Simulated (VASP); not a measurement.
# Zn3SnO (P1) in VASP: single point with PBE

Aim: the single point of Zn3SnO with PBE.

Program: VASP 6.6.1. These are calculated values, not measurements. Logs are shortened: lines on timing, memory, paths and dates and some standing lists are left out, and cuts for length are marked.

### Step 1. The cell of the first run

The typed cell holds 10 atoms: a = 4.764 Å, b = 5.490 Å, c = 6.740 Å, α = 89.94°, β = 90.05°, γ = 93.13°.

### Step 2. Single point, PBE

INCAR

```
SYSTEM = Zn3SnO
PREC     = Accurate       ! precision mode
ENCUT    = 600            ! plane-wave cutoff, eV
EDIFF    = 1E-6           ! SCF threshold, eV
ISMEAR   = 0              ! smearing method
SIGMA    = 0.2            ! smearing width, eV
LREAL    = .False.        ! projectors in reciprocal space
LASPH    = .True.         ! aspherical terms in the spheres
NELM     = 120            ! most SCF steps
ALGO     = Normal         ! electronic algorithm
ISIF     = 2              ! what is computed and relaxed
LWAVE    = .False.        ! write WAVECAR
LCHARG   = .False.        ! write CHGCAR
GGA      = PE             ! functional
NBANDS   = 67             ! bands
GGA_COMPAT= .False.
```

KPOINTS

```
Automatic mesh
0
Gamma
  4 4 4
  0 0 0
```

POSCAR

```
Zn3SnO
1.0
   -4.7639943738      0.0040030923     -0.0166989409
    0.3189253081     -0.0042535534     -5.4806416828
    0.0006516151     -6.7401372141     -0.0017141804
Zn Sn O
6 2 2
Direct
    0.6873092574      0.4850336667      0.7500910775
    0.6872886030      0.4850523488      0.2500903057
    0.3808052722      0.0513911273      0.0000440935
    0.3807968032      0.0514010529      0.5000307035
    0.1212552759      0.6209851035     -0.0000537204
    0.1212543211      0.6209805941      0.4999649707
    0.8745136222      0.9838504998      0.7499196581
    0.8745368363      0.9838509173      0.2499241488
    0.4461174184      0.4187251661     -0.0000060846
    0.4461205105      0.4187335432      0.4999948473
```

Potentials or basis: VASP PAW PBE potentials, release 64 (Zn, Sn_d, O).

On the command line:

```
$ cat potpaw_PBE.64/Zn/POTCAR potpaw_PBE.64/Sn_d/POTCAR potpaw_PBE.64/O/POTCAR > POTCAR
$ mpirun -np 1 vasp_std > vasp.out
```

OUTCAR:

```text
SYSTEM = Zn3SnO
   PREC = Accurate
   ENCUT = 600
   EDIFF = 1E-6
   ISMEAR = 0
   LREAL = .False.
   LASPH = .True.
   NELM = 120
   ISIF = 2
   GGA = PE

 ion  position               nearest neighbor table
   1  0.687  0.485  0.750-  10 2.06   9 2.06   5 2.74   6 2.74   7 2.83   7 2.94
   2  0.687  0.485  0.250-   9 2.06  10 2.06   6 2.74   5 2.74   8 2.83   8 2.94
   3  0.381  0.051  0.000-   9 2.02   5 2.61   8 2.93   7 2.94   7 2.95   8 2.95
   4  0.381  0.051  0.500-  10 2.02   6 2.61   7 2.93   8 2.94   8 2.95   7 2.95
   5  0.121  0.621  1.000-   9 1.95   3 2.61   1 2.74   2 2.74   7 2.90   8 2.91
   6  0.121  0.621  0.500-  10 1.95   4 2.61   2 2.74   1 2.74   8 2.90   7 2.91
   7  0.875  0.984  0.750-   1 2.83   5 2.90   6 2.91   4 2.93   3 2.94   1 2.94   3 2.95   4 2.95
                             8 3.37   8 3.37
   8  0.875  0.984  0.250-   2 2.83   6 2.90   5 2.91   3 2.93   4 2.94   2 2.94   4 2.95   3 2.95
                             7 3.37   7 3.37
   9  0.446  0.419  1.000-   5 1.95   3 2.02   2 2.06   1 2.06
  10  0.446  0.419  0.500-   6 1.95   4 2.02   1 2.06   2 2.06

  LATTYP: Found a triclinic cell.
 ALAT       =     5.4899148172
 B/A-ratio  =     1.2877450310
 C/A-ratio  =     1.2277307915
 COS(alpha) =     0.0001724045
 COS(beta)  =     0.0010343049
 COS(gamma) =     0.7397618267

  Lattice vectors:

 A1 = (  -0.3189253081,   0.0042535534,   5.4806416828)
 A2 = (   4.4450690657,   0.0002504611,   5.4973406237)
 A3 = (  -0.0006516151,   6.7401372141,   0.0017141804)

Analysis of symmetry for initial positions (statically):
=====================================================================
 Subroutine PRICEL returns:
 Original cell was already a primitive cell.

 Routine SETGRP: Setting up the symmetry group for a
 triclinic supercell.

 Subroutine GETGRP returns: Found  1 space group operations
 (whereof  1 operations were pure point group operations)
 out of a pool of  2 trial point group operations.

The static configuration has the point symmetry C_1 .

Analysis of symmetry for dynamics (positions and initial velocities):
=====================================================================
 Subroutine PRICEL returns:
 Original cell was already a primitive cell.

 Routine SETGRP: Setting up the symmetry group for a
 triclinic supercell.

 Subroutine GETGRP returns: Found  1 space group operations
 (whereof  1 operations were pure point group operations)
 out of a pool of  2 trial point group operations.

The dynamic configuration has the point symmetry C_1 .

 Subroutine INISYM returns: Found  1 space group operations
 (whereof  1 operations are pure point group operations),
 and found     1 'primitive' translations

----------------------------------------------------------------------------------------

                                     Primitive cell

  volume of cell :     176.0191

  direct lattice vectors                    reciprocal lattice vectors
    -4.763994374  0.004003092 -0.016698941    -0.209865096 -0.000017183 -0.012212296
     0.318925308 -0.004253553 -5.480641683     0.000639476  0.000046456 -0.182423211
     0.000651615 -6.740137214 -0.001714180    -0.000125046 -0.148364972  0.000107870

  length of vectors
     4.764025322  5.489914817  6.740137464     0.210220120  0.182424337  0.148365064

  position of ions in fractional coordinates (direct lattice)
     0.687309257  0.485033667  0.750091078
     0.687288603  0.485052349  0.250090306
     0.380805272  0.051391127  0.000044094
     0.380796803  0.051401053  0.500030704
     0.121255276  0.620985103  0.999946280
     0.121254321  0.620980594  0.499964971
     0.874513622  0.983850500  0.749919658
     0.874536836  0.983850917  0.249924149
     0.446117418  0.418725166  0.999993915
     0.446120511  0.418733543  0.499994847

  ion indices of the primitive-cell ions
   primitive index   ion index
                 1           1
                 2           2
                 3           3
                 4           4
                 5           5
                 6           6
                 7           7
                 8           8
                 9           9
                10          10

----------------------------------------------------------------------------------------

 KPOINTS: Automatic mesh

Automatic generation of k-mesh.
 Grid dimensions read from file:
 generate k-points for:    4    4    4

 Generating k-lattice:

  Cartesian coordinates                     Fractional coordinates (reciprocal lattice)
    -0.052466274 -0.000004296 -0.003053074     0.250000000  0.000000000  0.000000000
     0.000159869  0.000011614 -0.045605803     0.000000000  0.250000000  0.000000000
    -0.000031262 -0.037091243  0.000026968    -0.000000000 -0.000000000  0.250000000

  Length of vectors
     0.052555030  0.045606084  0.037091266

  Shift w.r.t. Gamma in fractional coordinates (k-lattice)
     0.000000000  0.000000000  0.000000000

 Subroutine IBZKPT returns following result:
 ===========================================

 Found     36 irreducible k-points:

 Following reciprocal coordinates:
            Coordinates               Weight
  0.000000  0.000000  0.000000      1.000000
  0.250000  0.000000 -0.000000      2.000000
  0.500000  0.000000 -0.000000      1.000000
 -0.000000  0.250000  0.000000      2.000000
  0.250000  0.250000  0.000000      2.000000
  0.500000  0.250000  0.000000      2.000000
[... 16 lines left out ...]
  0.000000 -0.250000  0.250000      2.000000
  0.250000 -0.250000  0.250000      2.000000
 [... further k-points ...]
   k-points           NKPTS =     36   k-points in BZ     NKDIM =     36   number of bands    NBANDS=     67
   number of dos      NEDOS =    301   number of ions     NIONS =     10
   total plane-waves  NPLWV = 103680
   dimension x,y,z NGX =    40 NGY =   48 NGZ =   54
   dimension x,y,z NGXF=    80 NGYF=   96 NGZF=  108
   ions per type =               6   2   2
   NGX,Y,Z   is equivalent  to a cutoff of  13.96, 14.54, 13.32 a.u.
   NGXF,Y,Z  is equivalent  to a cutoff of  27.92, 29.07, 26.64 a.u.
 SYSTEM =  Zn3SnO
   PREC   = accura    normal or accurate (medium, high low for compatibility)
   ISTART =      0    job   : 0-new  1-cont  2-samecut
   ICHARG =      2    charge: 1-file 2-atom 10-const
   ISPIN  =      1    spin polarized calculation?
   LNONCOLLINEAR =      F non collinear calculations
   LSORBIT =      F    spin-orbit coupling
   LASPH  =      T    aspherical Exc in radial PAW
   ENCUT  =  600.0 eV  44.10 Ry    6.64 a.u.   9.51 10.96 13.46*2*pi/ulx,y,z
   NELM   =    120;   NELMIN=  2; NELMDL= -5     # of ELM steps
   EDIFF  = 0.1E-05   stopping-criterion for ELM
   LREAL  =      F    real-space projection
[... 7 lines left out ...]
   TEBEG  =    0.0;   TEEND  =   0.0 temperature during run
   PSTRESS=    0.0 pullay stress
   NELECT =     112.0000    total number of electrons
   NUPDOWN=      -1.0000    fix difference up-down
   EMIN   =  10.00;   EMAX   =-10.00  energy-range for DOS
   EFERMI =   0.00;   METHOD = LEGACY
   ISMEAR =     0;   SIGMA  =   0.20  broadening in eV -4-tet -1-fermi 0-gaus
   EFERMI_NEDOS =   21; number of points for ismear=-14 and -15
   IALGO  =     38    algorithm
   IMIX   =      4    mixing-type and parameters
     AMIX     =   0.40;   BMIX     =  1.00
     AMIX_MAG =   1.60;   BMIX_MAG =  1.00
  volume/ion in A,a.u.               =      17.60       118.78
  Fermi-wavevector in a.u.,A,eV,Ry     =   1.408081  2.660887 26.976154  1.982691
  Thomas-Fermi vector in A             =   2.530275
   LORBIT       =      0    0 simple, 1 ext, 2 COOP (PROOUT), +10 PAW based schemes
   GGA     = PE    functional components
   LHFCALC =     F    Hartree Fock is set to
   AEXX    =    0.0000 exact exchange contribution
   IVDW    =     0    specifies the selected vdW correction
   LEPSILON=     F    determine dielectric tensor
   LRPA    =     F    only Hartree local field effects (RPA)
 non-spin polarized calculation
 Gauss-broadening in eV      SIGMA  =   0.20
  energy-cutoff  :      600.00
  volume of cell :      176.02
 maximum number of plane-waves:      5908
 NGX is ok and might be reduce to    40
   NGX = 19   NGY = 21   NGZ = 27

 number of electron     112.0000062 magnetization

 Free energy of the ion-electron system (eV)
  ---------------------------------------------------
  ext. energy  EPLUGINS =         0.00000000
  ---------------------------------------------------
  free energy    TOTEN  =       -28.01255556 eV

  energy without entropy =      -27.97712174  energy(sigma->0) =      -27.99483865

 E-fermi :   4.1691     XC(G=0): -10.5544

 val. band max:        4.1245741047   @ k =   0.5000   0.5000   0.2500
 cond. band min:       4.1757899104   @ k =  -0.2500  -0.0000   0.2500
 fundamental gap:      0.0512158056
 Fermi energy:         4.1690734186

 k-point     1 :       0.0000    0.0000    0.0000
  band No.  band energies     occupation
      1     -17.3438      2.00000
      2     -17.3027      2.00000
      3     -17.2728      2.00000
      4     -17.2476      2.00000
      5     -17.2435      2.00000
      6     -17.2431      2.00000
[... 59 lines left out ...]
     66       9.0739      0.00000
     67      10.0320      0.00000

 k-point     2 :       0.2500    0.0000   -0.0000
  band No.  band energies     occupation
      1     -17.3433      2.00000
      2     -17.3039      2.00000
      3     -17.2740      2.00000
      4     -17.2475      2.00000
      5     -17.2432      2.00000
      6     -17.2403      2.00000
[... 59 lines left out ...]
     66       9.8231      0.00000
     67      10.0189      0.00000

 k-point     3 :       0.5000    0.0000   -0.0000
  band No.  band energies     occupation
      1     -17.3428      2.00000
      2     -17.3052      2.00000
      3     -17.2751      2.00000
      4     -17.2473      2.00000
      5     -17.2429      2.00000
      6     -17.2389      2.00000
[... 1459 lines left out ...]
     66       9.0471      0.00000
     67       9.6883      0.00000

 k-point    24 :       0.2500   -0.2500    0.2500
  band No.  band energies     occupation
      1     -17.3220      2.00000
      2     -17.2959      2.00000
      3     -17.2664      2.00000
      4     -17.2558      2.00000
      5     -17.2468      2.00000
      6     -17.2387      2.00000
[... 59 lines left out ...]
     66       9.6936      0.00000
     67       9.8061      0.00000

 [... further k-points ...]

------------------------ aborting loop because EDIFF is reached ----------------------------------------

  FORCE on cell =-STRESS in cart. coord.  units (eV):
  Direction    XX          YY          ZZ          XY          YZ          ZX
  --------------------------------------------------------------------------------------
  -------------------------------------------------------------------------------------
  Total        0.3021598      0.2971271      0.2908089      0.0303418     -0.0111067     -0.0526167
  in kB        2.7503469      2.7045373      2.6470270      0.2761803     -0.1010964     -0.4789325
  external PRESSURE =       2.7006370 kB  Pullay stress =       0.0000000 kB

 VOLUME and BASIS-vectors are now :
 -----------------------------------------------------------------------------
  energy-cutoff  :      600.00
  volume of cell :      176.02
      direct lattice vectors                 reciprocal lattice vectors
    -4.763994374  0.004003092 -0.016698941    -0.209865096 -0.000017183 -0.012212296
     0.318925308 -0.004253553 -5.480641683     0.000639476  0.000046456 -0.182423211
     0.000651615 -6.740137214 -0.001714180    -0.000125046 -0.148364972  0.000107870

 POSITION                                       TOTAL-FORCE (eV/Angst)
 -----------------------------------------------------------------------------------
     -3.11916     -5.05503     -2.67106        -0.036559      0.000991     -0.010130
     -3.11938     -1.68495     -2.67030        -0.036896      0.001108     -0.010140
     -1.79776      0.00101     -0.28802        -0.000107      0.000210      0.038958
     -1.79739     -3.36897     -0.28893        -0.000195      0.000113      0.039090
     -0.37896     -6.74193     -3.40714         0.058438     -0.000311     -0.033033
     -0.37928     -3.37199     -3.40625         0.058569     -0.000213     -0.033179
     -3.85191     -5.05525     -5.40802        -0.000431     -0.000212     -0.007339
     -3.85235     -1.68521     -5.40717        -0.000276     -0.000134     -0.007285
     -1.99111     -6.74009     -2.30405        -0.021238     -0.000743      0.011425
     -1.99145     -3.37003     -2.30324        -0.021305     -0.000809      0.011634
 -----------------------------------------------------------------------------------
    total drift:                               -0.000539      0.000078      0.002418

  FREE ENERGIE OF THE ION-ELECTRON SYSTEM (eV)
  ---------------------------------------------------
  free  energy   TOTEN  =       -28.0125555640 eV

  energy  without entropy=      -27.9771217444  energy(sigma->0) =      -27.99483865
```

Wall time 5.4 min (1 thread of Intel Xeon 6975P-C (Granite Rapids), shared host); peak memory 0.56 GiB.

What came out:

* Free energy: -28.0126 eV
* Pressure: 0.3 GPa
* Largest force: 0.067 eV/Å
* Band gap on the k mesh: zero (bands 56 and 57 overlap by 1.39 eV)

Forces in eV/Å, atoms in the order of the input:
```
Zn  -0.037  0.001 -0.010
Zn  -0.037  0.001 -0.010
Zn   0.000  0.000  0.039
Zn   0.000  0.000  0.039
Zn   0.058  0.000 -0.033
Zn   0.059  0.000 -0.033
Sn   0.000  0.000 -0.007
Sn   0.000  0.000 -0.007
O   -0.021 -0.001  0.011
O   -0.021 -0.001  0.012
```

Caveat: spin-orbit coupling is left out, which moves the levels of the heavy elements.
